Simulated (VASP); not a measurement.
Write the native input for VASP 6.6.1 that does the following.

```yaml
Task: single point
Functional: LDA
Potentials_or_basis: VASP PAW LDA potentials, release 64 (Sb)
Cutoff: 520 eV
k_mesh: 10 × 10 × 10
Occupations: fermi-dirac, width 0.05 eV
Spin: no spin polarisation
Dipole_correction: no
Further_INCAR_settings: ALGO = Normal; EDIFF = 1e-07; NBANDS = 8
```

The structure of Sb lies in POSCAR:

```
Sb
1.0
   -1.8713408863      1.8713408863      1.8713408863
    1.8713408863     -1.8713408863      1.8713408863
    1.8713408863      1.8713408863     -1.8713408863
Sb
1
Direct
    0.0000000000      0.0000000000      0.0000000000
```

The input as run:

INCAR

```
SYSTEM = Sb
ALGO = Normal ; EDIFF = 1E-7
ENCUT = 520 ; ISIF = 2
ISMEAR = -1 ; LASPH = .True.
LCHARG = .False. ; LREAL = .False.
LWAVE = .False. ; NBANDS = 8
NELM = 80 ; PREC = Accurate
SIGMA = 0.05
```

KPOINTS

```
k-points
0
Gamma
  10 10 10
  0 0 0
```

Potentials or basis: VASP PAW LDA potentials, release 64 (Sb).

Run with:

```bash
$ cat potpaw_LDA.64/Sb/POTCAR > POTCAR
$ mpirun -np 1 vasp_std > vasp.out
```

It gave:

| Property | Result |
| --- | --- |
| Pressure | -1.1 GPa |

Wall time 2.9 s on 1 thread of Intel(R) Xeon(R) 6975P-C (Granite Rapids), with other jobs on the host, peak memory 0.12 GiB.
